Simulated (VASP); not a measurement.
# ScAl (Pm-3m) in VASP: notebook, part 2 of 2

VASP 6.6.1.

**3. Vibrations by perturbation theory, LDA**

This run uses another cell than the first one, of 18.14 Å³/atom, 1.020 times its volume.

Contents of INCAR:

```
  ALGO = Normal
  EDIFF = 1E-8
  ENCUT = 520
  IBRION = 8
  ISIF = 2
  ISMEAR = -1
  LASPH = T
  LCHARG = F
  LREAL = F
  LWAVE = F
  NELM = 60
  NSW = 1
  PREC = Accurate
  SIGMA = 0.15
```

Contents of KPOINTS:

```
k-points
0
Gamma
  12 12 12
```

Contents of POSCAR:

```
ScAl
1.0
    3.3103785501      0.0000000000      0.0000000000
    0.0000000000      3.3103785501      0.0000000000
    0.0000000000      0.0000000000      3.3103785501
Sc Al
1 1
Direct
    0.5000000000      0.5000000000      0.5000000000
    0.0000000000      0.0000000000      0.0000000000
```

Potentials or basis: VASP PAW LDA potentials, release 64 (Sc_sv, Al).

The run is started by

```
$ cat potpaw_LDA.64/Sc_sv/POTCAR potpaw_LDA.64/Al/POTCAR > POTCAR
$ mpirun -np 1 vasp_std > vasp.out
```

OUTCAR:

```text
EDIFF = 1E-8
   ENCUT = 520
   IBRION = 8
   ISIF = 2
   ISMEAR = -1
   LASPH = T
   LREAL = F
   NELM = 60
   NSW = 1
   PREC = Accurate

 ion  position               nearest neighbor table
   1  0.500  0.500  0.500-   2 2.87   2 2.87   2 2.87   2 2.87   2 2.87   2 2.87   2 2.87   2 2.87

   2  0.000  0.000  0.000-   1 2.87   1 2.87   1 2.87   1 2.87   1 2.87   1 2.87   1 2.87   1 2.87

  LATTYP: Found a simple cubic cell.
 ALAT       =     3.3103785501

  Lattice vectors:

 A1 = (   3.3103785501,   0.0000000000,   0.0000000000)
 A2 = (   0.0000000000,   3.3103785501,   0.0000000000)
 A3 = (   0.0000000000,   0.0000000000,   3.3103785501)

Analysis of symmetry for initial positions (statically):
=====================================================================
 Subroutine PRICEL returns:
 Original cell was already a primitive cell.

 Routine SETGRP: Setting up the symmetry group for a
 simple cubic supercell.

 Subroutine GETGRP returns: Found 48 space group operations
 (whereof 48 operations were pure point group operations)
 out of a pool of 48 trial point group operations.

The static configuration has the point symmetry O_h .

Analysis of symmetry for dynamics (positions and initial velocities):
=====================================================================
 Subroutine PRICEL returns:
 Original cell was already a primitive cell.

 Routine SETGRP: Setting up the symmetry group for a
 simple cubic supercell.

 Subroutine GETGRP returns: Found 48 space group operations
 (whereof 48 operations were pure point group operations)
 out of a pool of 48 trial point group operations.

The dynamic configuration has the point symmetry O_h .

 Subroutine INISYM returns: Found 48 space group operations
 (whereof 48 operations are pure point group operations),
[... 516 lines left out ...]

  FREE ENERGIE OF THE ION-ELECTRON SYSTEM (eV)
  ---------------------------------------------------
  free  energy   TOTEN  =       -11.9216599162 eV

  energy  without entropy=      -11.8488626435  energy(sigma->0) =      -11.88526128

[... ionic steps 2 to 3 ...]

--------------------------------------- Ionic step        4  -------------------------------------------

------------------------ aborting loop because EDIFF is reached ----------------------------------------

[... ionic steps 5 to 6 ...]

--------------------------------------- Ionic step        7  -------------------------------------------

 Free energy of the ion-electron system (eV)
  ---------------------------------------------------
  ---------------------------------------------------
  free energy    TOTEN  =        -0.00622469 eV

  energy without entropy =       -0.00622470

------------------------ aborting loop because EDIFF is reached ----------------------------------------

 INTERNAL STRAIN TENSOR  FOR ION    2  DIRECTION 1   (eV/Angst):
 -----------------------------------------------------------------------------
    -0.01674  0.00000 -0.00000
     0.00000  0.01000 -0.00000
     0.00000 -0.00000  0.01000

 INTERNAL STRAIN TENSOR FOR ION    2 for displacements in x,y,z  (eV/Angst):
          X           Y           Z          XY          YZ          ZX
  --------------------------------------------------------------------------------
  x     0.00000     0.00000     0.00000     0.00000     0.00000     0.00000
  y     0.00000     0.00000     0.00000     0.00000     0.00000     0.00000
  z     0.00000     0.00000     0.00000     0.00000     0.00000     0.00000

 SECOND DERIVATIVES (NOT SYMMETRIZED)
 ------------------------------------
               1X          1Y          1Z          2X          2Y          2Z
  1X    -5.439928    0.000000   -0.000000    5.439928   -0.000000    0.000000
  1Y     0.000000   -5.439928   -0.000000   -0.000000    5.439928    0.000000
  1Z     0.000000    0.000000   -5.439928   -0.000000   -0.000000    5.439928
  2X     5.435235    0.000000   -0.000000   -5.435235   -0.000000    0.000000
  2Y     0.000000    5.435235   -0.000000   -0.000000   -5.435235    0.000000
  2Z    -0.000000   -0.000000    5.435235    0.000000    0.000000   -5.435235

 Eigenvectors and eigenvalues of the dynamical matrix
 ----------------------------------------------------

   1 f  =    8.877353 THz    55.778057 2PiTHz  296.116636 cm-1    36.713767 meV
             X         Y         Z           dx          dy          dz
      1.655189  1.655189  1.655189    -0.612590    0.000000   -0.000000
      0.000000  0.000000  0.000000     0.790401    0.000000   -0.000000
[... 21 lines left out ...]
   6 f/i=    0.001855 THz     0.011654 2PiTHz    0.061869 cm-1     0.007671 meV
             X         Y         Z           dx          dy          dz
      1.655189  1.655189  1.655189     0.000000    0.277701    0.740010
      0.000000  0.000000  0.000000     0.000000    0.215229    0.573536

--------------------------------------------------------------------------------------------------------

 ELASTIC MODULI CONTR FROM IONIC RELAXATION (kBar)
 Direction    XX          YY          ZZ          XY          YZ          ZX
 --------------------------------------------------------------------------------
 XX           0.0000      0.0000      0.0000      0.0000      0.0000      0.0000
 YY           0.0000      0.0000      0.0000      0.0000      0.0000      0.0000
 ZZ           0.0000      0.0000      0.0000      0.0000      0.0000      0.0000
 XY           0.0000      0.0000      0.0000      0.0000      0.0000      0.0000
 YZ           0.0000      0.0000      0.0000      0.0000      0.0000      0.0000
 ZX           0.0000      0.0000      0.0000      0.0000      0.0000      0.0000
 --------------------------------------------------------------------------------
```

OSZICAR:

```text
N       E                     dE             d eps       ncg     rms          rms(c)
DAV:   1     0.142221538559E+03    0.14222E+03   -0.68635E+03  1896   0.123E+03
DAV:   2    -0.864078043883E+01   -0.15086E+03   -0.14727E+03  2077   0.421E+02
DAV:   3    -0.129365673019E+02   -0.42958E+01   -0.41458E+01  2902   0.916E+01
DAV:   4    -0.130067963232E+02   -0.70229E-01   -0.69681E-01  2994   0.880E+00
[... 45 lines left out ...]
RMM:   8    -0.622451413162E-02   -0.26465E-06   -0.83598E-09  8967   0.753E-04    0.203E-04
RMM:   9    -0.622466998684E-02   -0.15586E-06   -0.37677E-09  8187   0.404E-04    0.193E-05
RMM:  10    -0.622470139184E-02   -0.31405E-07   -0.29730E-09  8029   0.224E-04    0.206E-05
RMM:  11    -0.622468669706E-02    0.14695E-07   -0.27990E-09  8824   0.136E-04    0.432E-06
RMM:  12    -0.622469405441E-02   -0.73573E-08   -0.27844E-09  8136   0.109E-04    0.350E-07
 Linear response finished
```

stdout:

```text
POSCAR found type information on POSCAR ScAl
 POSCAR found :  2 types and       2 ions
 scaLAPACK will be used
 LDA part: xc-table for (Slater(with rela. corr.)+CA(PZ))
 , standard interpolation
 POSCAR, INCAR and KPOINTS ok, starting setup
 FFT: planning ... GRIDC
 FFT: planning ... GRID_SOFT
 FFT: planning ... GRID
 WAVECAR not read
 entering main loop
 Linear response reoptimize wavefunctions to high precision
 Linear response DOF=           2
 Linear response progress:
 first order change of Fermi-energy   0.82340E-03
 force on displaced ion       1 direction 1 :  -5.440  -0.000  -0.000
 Linear response progress:
 first order change of Fermi-energy   0.76260E-04
 force on displaced ion       2 direction 1 :  -5.435  -0.000   0.000
 Linear response finished
```

Run time: 6.4 min. Hardware: 1 thread of AMD EPYC 7R43 (Zen 3), shared host; peak memory 0.29 GiB.

What came out:

```
Highest phonon frequency at Γ, LO-TO splitting left out : 296 cm⁻¹
```

Phonon frequencies in cm⁻¹ (negative: imaginary):
| q point | frequencies |
| --- | --- |
| (0.000, 0.000, 0.000) | 0 0 0 296 296 296 |

**4. Vibrations by perturbation theory, LDA (phonons at volume x 1.02)**

Contents of INCAR:

```
SYSTEM = ScAl
PREC = Accurate
ENCUT = 520
EDIFF = 1E-8
ISMEAR = -1
SIGMA = 0.15
LREAL = .False.
LASPH = .True.
NELM = 60
ALGO = Normal
ISIF = 2
LWAVE = .False.
LCHARG = .False.
NBANDS = 14
IBRION = 8
NSW = 1
```

Contents of KPOINTS:

```
regular mesh
0
Gamma
  12 12 12
  0 0 0
```

Contents of POSCAR:

```
ScAl
1.0
    3.3323022257      0.0000000000      0.0000000000
    0.0000000000      3.3323022257      0.0000000000
    0.0000000000      0.0000000000      3.3323022257
Sc Al
1 1
Direct
    0.5000000000      0.5000000000      0.5000000000
    0.0000000000      0.0000000000      0.0000000000
```

Potentials or basis: VASP PAW LDA potentials, release 64 (Sc_sv, Al).

The run is started by

```
$ cat potpaw_LDA.64/Sc_sv/POTCAR potpaw_LDA.64/Al/POTCAR > POTCAR
$ mpirun -np 1 vasp_std > vasp.out
```

OUTCAR:

```text
SYSTEM = ScAl
   PREC = Accurate
   ENCUT = 520
   EDIFF = 1E-8
   ISMEAR = -1
   LREAL = .False.
   LASPH = .True.
   NELM = 60
   ISIF = 2
   IBRION = 8
   NSW = 1

 ion  position               nearest neighbor table
   1  0.500  0.500  0.500-   2 2.89   2 2.89   2 2.89   2 2.89   2 2.89   2 2.89   2 2.89   2 2.89

   2  0.000  0.000  0.000-   1 2.89   1 2.89   1 2.89   1 2.89   1 2.89   1 2.89   1 2.89   1 2.89

  LATTYP: Found a simple cubic cell.
 ALAT       =     3.3323022257

[... 665 lines left out ...]
               1X          1Y          1Z          2X          2Y          2Z
  1X    -5.093381    0.000000   -0.000000    5.093381   -0.000000    0.000000
  1Y     0.000000   -5.093381   -0.000000   -0.000000    5.093381    0.000000
  1Z     0.000000    0.000000   -5.093381   -0.000000   -0.000000    5.093381
  2X     5.094935   -0.000000    0.000000   -5.094935    0.000000   -0.000000
  2Y    -0.000000    5.094935    0.000000    0.000000   -5.094935   -0.000000
  2Z     0.000000    0.000000    5.094935   -0.000000   -0.000000   -5.094935

 Eigenvectors and eigenvalues of the dynamical matrix
 ----------------------------------------------------

   1 f  =    8.593073 THz    53.991872 2PiTHz  286.634074 cm-1    35.538080 meV
             X         Y         Z           dx          dy          dz
      1.666151  1.666151  1.666151    -0.612367   -0.000000    0.000000
      0.000000  0.000000  0.000000     0.790574    0.000000    0.000000
[... 21 lines left out ...]
   6 f/i=    0.000634 THz     0.003986 2PiTHz    0.021160 cm-1     0.002624 meV
             X         Y         Z           dx          dy          dz
      1.666151  1.666151  1.666151    -0.000000   -0.000000   -0.790574
      0.000000  0.000000  0.000000     0.000000    0.000000   -0.612367

--------------------------------------------------------------------------------------------------------

 ELASTIC MODULI CONTR FROM IONIC RELAXATION (kBar)
 Direction    XX          YY          ZZ          XY          YZ          ZX
 --------------------------------------------------------------------------------
 XX           0.0000      0.0000      0.0000      0.0000      0.0000      0.0000
 YY           0.0000      0.0000      0.0000      0.0000      0.0000      0.0000
 ZZ           0.0000      0.0000      0.0000      0.0000      0.0000      0.0000
 XY           0.0000      0.0000      0.0000      0.0000      0.0000      0.0000
 YZ           0.0000      0.0000      0.0000      0.0000      0.0000      0.0000
 ZX           0.0000      0.0000      0.0000      0.0000      0.0000      0.0000
 --------------------------------------------------------------------------------
```

OSZICAR:

```text
N       E                     dE             d eps       ncg     rms          rms(c)
DAV:   1     0.118998395043E+03    0.11900E+03   -0.67069E+03  2456   0.967E+02
DAV:   2    -0.958382948590E+01   -0.12858E+03   -0.12487E+03  2412   0.320E+02
DAV:   3    -0.129603329990E+02   -0.33765E+01   -0.32847E+01  3564   0.643E+01
[... 43 lines left out ...]
RMM:   6    -0.622802840290E-02   -0.91949E-07   -0.22273E-07 10620   0.400E-03    0.114E-03
RMM:   7    -0.622781759327E-02    0.21081E-06   -0.22008E-08 10320   0.172E-03    0.393E-04
RMM:   8    -0.622818494761E-02   -0.36735E-06   -0.28526E-09 10888   0.412E-04    0.162E-04
RMM:   9    -0.622815374896E-02    0.31199E-07   -0.39462E-10  9841   0.148E-04    0.237E-05
RMM:  10    -0.622817497125E-02   -0.21222E-07   -0.35432E-11 10128   0.579E-05    0.142E-05
RMM:  11    -0.622817061281E-02    0.43584E-08   -0.29526E-12 10996   0.196E-05    0.266E-06
 Linear response finished
```

Run time: 6.4 min. Hardware: 1 thread of AMD EPYC 7R43 (Zen 3), shared host; peak memory 0.33 GiB.

What came out:

- Highest phonon frequency at Γ, LO-TO splitting left out: 287 cm⁻¹

Phonon frequencies in cm⁻¹ (negative: imaginary):
```csv
q point,frequencies
"(0.000, 0.000, 0.000)",0 0 0 287 287 287
```

Caveat: the cell differs from its parent crystal (phonons at volume x 1.02); the cell wasn't relaxed at this level first, which shifts response properties.
